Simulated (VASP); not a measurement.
# ZrNb2C3 (P-3m1) in VASP: further runs, part 2 of 3

VASP 6.6.1. The steps go on from the part before.

## (4) Relaxation of cell and atoms, PBE

This run uses another cell than the first one, of 13.00 Å³/atom.

File INCAR:

```
  PREC = Accurate
  ENCUT = 600
  EDIFF = 1E-6
  ISMEAR = 0
  SIGMA = 0.1
  LREAL = F
  LASPH = T
  NELM = 100
  ALGO = Normal
  ISIF = 3
  LWAVE = F
  LCHARG = F
  GGA = PE
  IBRION = 2
  NSW = 90
  EDIFFG = -0.04
```

File KPOINTS:

```
regular mesh
0
Gamma
  6 6 2
```

File POSCAR:

```
ZrNb2C3
1.0
    3.2799318100      0.0000000000      0.0000000000
   -1.6399659000      2.8405042700      0.0000000000
    0.0000000000      0.0000000000      8.3725984500
Zr Nb C
1 2 3
Direct
    0.0000000000      0.0000000000      0.5000000000
    0.3333333300      0.6666666700      0.1647000000
    0.6666666700      0.3333333300      0.8353000000
    0.3333333300      0.6666666700      0.6650000200
    0.6666666700      0.3333333300      0.3349999800
    0.0000000000      0.0000000000      0.0000000000
```

Potentials or basis: VASP PAW PBE potentials, release 64 (Zr_sv, Nb_sv, C).

Started as:

```bash
$ cat potpaw_PBE.64/Zr_sv/POTCAR potpaw_PBE.64/Nb_sv/POTCAR potpaw_PBE.64/C/POTCAR > POTCAR
$ mpirun -np 1 vasp_std > vasp.out
```

OUTCAR:

```text
PREC = Accurate
   ENCUT = 600
   EDIFF = 1E-6
   ISMEAR = 0
   LREAL = F
   LASPH = T
   NELM = 100
   ISIF = 3
   GGA = PE
   IBRION = 2
   NSW = 90
   EDIFFG = -0.04

 ion  position               nearest neighbor table
   1  0.000  0.000  0.500-   4 2.34   5 2.34   4 2.34   5 2.34   5 2.34   4 2.34   2 3.39   3 3.39
                             2 3.39   3 3.39   2 3.39   3 3.39
   2  0.333  0.667  0.165-   6 2.34   6 2.34   6 2.34   5 2.37   5 2.37   5 2.37   1 3.39   1 3.39
                             1 3.39
   3  0.667  0.333  0.835-   6 2.34   6 2.34   6 2.34   4 2.37   4 2.37   4 2.37   1 3.39   1 3.39
                             1 3.39
   4  0.333  0.667  0.665-   1 2.34   1 2.34   1 2.34   3 2.37   3 2.37   3 2.37
   5  0.667  0.333  0.335-   1 2.34   1 2.34   1 2.34   2 2.37   2 2.37   2 2.37
   6  0.000  0.000  0.000-   2 2.34   3 2.34   2 2.34   3 2.34   3 2.34   2 2.34

  LATTYP: Found a hexagonal cell.
 ALAT       =     3.2799318100
[... 298 lines left out ...]

[... ionic steps 4 to 7 ...]

--------------------------------------- Ionic step        8  -------------------------------------------

 number of electron      50.0000000 magnetization

------------------------ aborting loop because EDIFF is reached ----------------------------------------
[... 75 lines left out ...]
--------------------------------------- Ionic step       10  -------------------------------------------

 number of electron      50.0000000 magnetization

 Free energy of the ion-electron system (eV)
  ---------------------------------------------------
  ext. energy  EPLUGINS =         0.00000000
  ---------------------------------------------------
  free energy    TOTEN  =       -60.62984954 eV

  energy without entropy =      -60.61133612  energy(sigma->0) =      -60.62059283

 E-fermi :  11.5726     XC(G=0): -12.7283

 val. band max:       11.5399343842   @ k =   0.3333   0.1667   0.5000
 cond. band min:      11.5935525217   @ k =   0.1667   0.1667   0.0000
 fundamental gap:      0.0536181375
 Fermi energy:        11.5726101383

 k-point     1 :       0.0000    0.0000    0.0000
  band No.  band energies     occupation
      1     -44.0929      2.00000
      2     -44.0330      2.00000
      3     -37.0640      2.00000
      4     -20.4144      2.00000
      5     -19.9905      2.00000
      6     -19.9296      2.00000
[... 484 lines left out ...]
  FREE ENERGIE OF THE ION-ELECTRON SYSTEM (eV)
  ---------------------------------------------------
  free  energy   TOTEN  =       -60.6298495449 eV

  energy  without entropy=      -60.6113361183  energy(sigma->0) =      -60.62059283

 reached required accuracy - stopping structural energy minimisation
```

CONTCAR:

```text
ZrNb2C3
   1.00000000000000
     3.2219509492543108   -0.0000000001085821   -0.0000000000000000
    -1.6109754698095775    2.7902913717230144   -0.0000000000000000
     0.0000000000000000   -0.0000000000000000    7.8810140467585095
  Zr              Nb              C
     1     2     3
Direct
     1.0000000000000000    0.0000000000000000    0.5000000000000000
     0.3333333300000021    0.6666666699999979    0.1595334095343310
     0.6666666699999979    0.3333333300000021    0.8404665904656690
     0.3333333300000021    0.6666666699999979    0.6761273550176863
     0.6666666699999979    0.3333333300000021    0.3238726449823137
     1.0000000000000000    0.0000000000000000    0.0000000000000000

  0.00000000E+00  0.00000000E+00  0.00000000E+00
  0.00000000E+00  0.00000000E+00  0.00000000E+00
  0.00000000E+00  0.00000000E+00  0.00000000E+00
  0.00000000E+00  0.00000000E+00  0.00000000E+00
  0.00000000E+00  0.00000000E+00  0.00000000E+00
  0.00000000E+00  0.00000000E+00  0.00000000E+00
```

It took 9.8 min on 1 thread of AMD EPYC 7R13, shared host; peak memory 0.23 GiB.

What came out:

* Free energy: -60.6298 eV
* Relaxed volume: 11.81 Å³/atom
* Relaxed cell: a = 3.222 Å, b = 3.222 Å, c = 7.881 Å, α = 90.00°, β = 90.00°, γ = 120.00°
* Space group after relaxing (to 0.1 Å): P-3m1 (No. 164)
* Energy gained by relaxing: 126.1 meV/atom
* Ionic steps: 10
* Pressure after relaxing: 0.0 GPa
* Largest force after relaxing: 0.015 eV/Å
* Band gap on the k mesh: zero (bands 25 and 26 overlap by 1.77 eV)

Forces in eV/Å, atoms in the order of the input:
```
Zr   0.000  0.000  0.000
Nb   0.000  0.000  0.013
Nb   0.000  0.000 -0.013
C    0.000  0.000  0.015
C    0.000  0.000 -0.015
C    0.000  0.000  0.000
```

Step by step:
```
step  energy change (eV)  largest force (eV/Å)  pressure (GPa)  volume (Å³)
   1              0.0000                1.2540          -21.19        78.00
   2              1.1078                0.5235           63.05        60.10
   3             -0.6304                1.1802            0.86        70.64
   4             -0.6324                1.1695            2.17        70.31
   5             -0.7474                0.2510            0.60        70.67
   6             -0.7490                0.2186            0.43        70.72
   7             -0.7560                0.0264           -0.71        71.04
   8             -0.7560                0.0283           -0.70        71.03
   9             -0.7556                0.0435            0.99        70.60
  10             -0.7565                0.0150            0.03        70.85
```

Final structure:
```
Zr Nb C
1.0
     3.22195    0.00000    0.00000
    -1.61098    2.79029    0.00000
     0.00000    0.00000    7.88101
Zr Nb C
1 2 3
Direct
  0.00000 0.00000 0.50000
  0.33333 0.66667 0.15953
  0.66667 0.33333 0.84047
  0.33333 0.66667 0.67613
  0.66667 0.33333 0.32387
  0.00000 0.00000 0.00000
```

Levels at points of the mesh, in eV from the Fermi level:
| k point | band 22 | band 23 | band 24 | band 25 | band 26 | band 27 | band 28 | band 29 |
| --- | --- | --- | --- | --- | --- | --- | --- | --- |
| (0.00, 0.00, 0.00) | -0.84 | -0.84 | -0.63 | 0.09 | 0.09 | 0.10 | 1.02 | 1.02 |
| (0.50, 0.00, 0.00) | -3.35 | -3.25 | -0.94 | -0.91 | 1.10 | 1.46 | 2.17 | 2.41 |
| (0.00, 0.00, 0.50) | -2.44 | -1.92 | -1.92 | -0.47 | -0.47 | 0.61 | 0.61 | 0.88 |
| (0.50, 0.00, 0.50) | -3.49 | -2.26 | -2.22 | -0.67 | -0.35 | 2.15 | 2.52 | 2.72 |

Caveat: the k points lie up to 0.40 Å⁻¹ apart in the final cell, too coarse for converged energies and pressures of a metal.

## (5) Single point, PBE, collinear spin

File INCAR:

```
SYSTEM = ZrNb2C3
ALGO     = Normal         ! electronic algorithm
EDIFF    = 1E-6           ! SCF threshold, eV
ENCUT    = 520            ! plane-wave cutoff, eV
GGA      = PE             ! functional
ISIF     = 2              ! what is computed and relaxed
ISMEAR   = 0              ! smearing method
ISPIN    = 2              ! spin polarisation
LASPH    = .True.         ! aspherical terms in the spheres
LCHARG   = .False.        ! write CHGCAR
LMAXMIX  = 4              ! l up to which the mixer works
LORBIT   = 11             ! projections on sites
LREAL    = .False.        ! projectors in reciprocal space
LWAVE    = .False.        ! write WAVECAR
MAGMOM   = 1 1 1 0 0 0    ! initial moments
NBANDS   = 38             ! bands
NELM     = 150            ! most SCF steps
PREC     = Accurate       ! precision mode
SIGMA    = 0.1            ! smearing width, eV
```

File KPOINTS:

```
k-points
0
Gamma
  6 6 2
  0 0 0
```

File POSCAR:

```
ZrNb2C3
1.0
    3.2235896317      0.0000000000      0.0000000000
   -1.6117948158      2.7917105124      0.0000000000
    0.0000000000      0.0000000000      7.8857600958
Zr Nb C
1 2 3
Direct
    0.0000000000      0.0000000000      0.5000000000
    0.3333333333      0.6666666667      0.1595709718
    0.6666666667      0.3333333333      0.8404290282
    0.3333333333      0.6666666667      0.6760373561
    0.6666666667      0.3333333333      0.3239626439
    0.0000000000      0.0000000000      0.0000000000
```

Started as:

```bash
$ cat potpaw_PBE.64/Zr_sv/POTCAR potpaw_PBE.64/Nb_sv/POTCAR potpaw_PBE.64/C/POTCAR > POTCAR
$ mpirun -np 1 vasp_std > vasp.out
```

Run time: 2.5 min. Hardware: 1 thread of AMD EPYC 7R13, shared host; peak memory 0.21 GiB.

It converged, with:

* Free energy: -60.6190 eV
* Pressure: -0.3 GPa
* Largest force: 0.026 eV/Å
* Band gap on the k mesh: zero (filled and empty bands overlap)
* Net moment: 0.00 μB per cell
* Valence electrons inside the program's atomic spheres: Zr 9.90; Nb 10.59; C 2.39, 2.40 (each value once)

Forces in eV/Å, atoms in the order of the input:
```
Zr   0.000  0.000  0.000
Nb   0.000  0.000  0.006
Nb   0.000  0.000 -0.006
C    0.000  0.000  0.026
C    0.000  0.000 -0.026
C    0.000  0.000  0.000
```

Levels at points of the mesh, in eV from the Fermi level:
Spin up:
| k point | band 22 | band 23 | band 24 | band 25 | band 26 | band 27 | band 28 | band 29 |
| --- | --- | --- | --- | --- | --- | --- | --- | --- |
| (0.00, 0.00, 0.00) | -0.83 | -0.83 | -0.63 | 0.10 | 0.10 | 0.10 | 1.02 | 1.02 |
| (0.50, 0.00, 0.00) | -3.34 | -3.25 | -0.94 | -0.91 | 1.09 | 1.46 | 2.16 | 2.41 |
| (0.00, 0.00, 0.50) | -2.43 | -1.91 | -1.91 | -0.47 | -0.47 | 0.60 | 0.60 | 0.88 |
| (0.50, 0.00, 0.50) | -3.49 | -2.25 | -2.22 | -0.67 | -0.35 | 2.14 | 2.52 | 2.72 |
Spin down:
```csv
k point,band 23,band 24,band 25,band 26,band 27,band 28
"(0.00, 0.00, 0.00)",-0.83,-0.63,0.10,0.10,0.10,1.02
"(0.50, 0.00, 0.00)",-3.25,-0.94,-0.91,1.09,1.46,2.16
"(0.00, 0.00, 0.50)",-1.91,-1.91,-0.47,-0.47,0.60,0.60
"(0.50, 0.00, 0.50)",-2.25,-2.22,-0.67,-0.35,2.14,2.52
```

Caveat: the k points lie up to 0.40 Å⁻¹ apart, too coarse for converged energies and pressures of a metal.

## (6) Single point, PBE

File INCAR:

```
SYSTEM = ZrNb2C3
ALGO = Normal ; EDIFF = 1E-6
ENCUT = 520 ; GGA = PE
ISIF = 2 ; ISMEAR = 0
LASPH = .True. ; LCHARG = .False.
LREAL = .False. ; LWAVE = .False.
NBANDS = 34 ; NELM = 80
PREC = Accurate ; SIGMA = 0.1
```

File KPOINTS:

```
k-points
0
Gamma
  12 12 6
  0 0 0
```

File POSCAR:

```
ZrNb2C3
1.0
    3.2209082798      0.0000000000      0.0000000000
   -1.6104541399      2.7893883936      0.0000000000
    0.0000000000      0.0000000000      7.8876653831
Zr Nb C
1 2 3
Direct
    0.0000000000      0.0000000000      0.5000000000
    0.3333333333      0.6666666667      0.1601859382
    0.6666666667      0.3333333333      0.8398140618
    0.3333333333      0.6666666667      0.6760139226
    0.6666666667      0.3333333333      0.3239860774
    0.0000000000      0.0000000000      0.0000000000
```

Potentials or basis: VASP PAW PBE potentials, release 64 (Zr_sv, Nb_sv, C).

Started as:

```bash
$ cat potpaw_PBE.64/Zr_sv/POTCAR potpaw_PBE.64/Nb_sv/POTCAR potpaw_PBE.64/C/POTCAR > POTCAR
$ mpirun -np 1 vasp_std > vasp.out
```

It took 6.2 min on 1 thread of AMD EPYC 7R13, shared host; peak memory 0.31 GiB.

It converged, with:

```yaml
Free_energy: -60.6430 eV
Pressure: -0.2 GPa
Largest_force: 0.025 eV/Å
Band_gap_on_the_k_mesh: zero (bands 25 and 26 overlap by 1.82 eV)
```

Forces in eV/Å, atoms in the order of the input:
```
Zr   0.000  0.000  0.000
Nb   0.000  0.000 -0.011
Nb   0.000  0.000  0.011
C    0.000  0.000  0.025
C    0.000  0.000 -0.025
C    0.000  0.000  0.000
```

Levels at points of the mesh, in eV from the Fermi level:
| k point | band 21 | band 22 | band 23 | band 24 | band 25 | band 26 | band 27 | band 28 | band 29 | band 30 |
| --- | --- | --- | --- | --- | --- | --- | --- | --- | --- | --- |
| (0.00, 0.00, 0.00) | -3.51 | -0.88 | -0.88 | -0.70 | 0.03 | 0.03 | 0.03 | 0.97 | 0.97 | 1.21 |
| (0.50, 0.00, 0.00) | -3.54 | -3.40 | -3.31 | -1.01 | -0.98 | 1.01 | 1.41 | 2.13 | 2.36 | 3.01 |
| (0.00, 0.00, 0.50) | -2.51 | -2.51 | -1.96 | -1.96 | -0.51 | -0.51 | 0.54 | 0.54 | 0.84 | 1.13 |
| (0.50, 0.00, 0.50) | -3.65 | -3.55 | -2.33 | -2.28 | -0.72 | -0.44 | 2.10 | 2.47 | 2.67 | 3.24 |

[end of part 2 of 3]
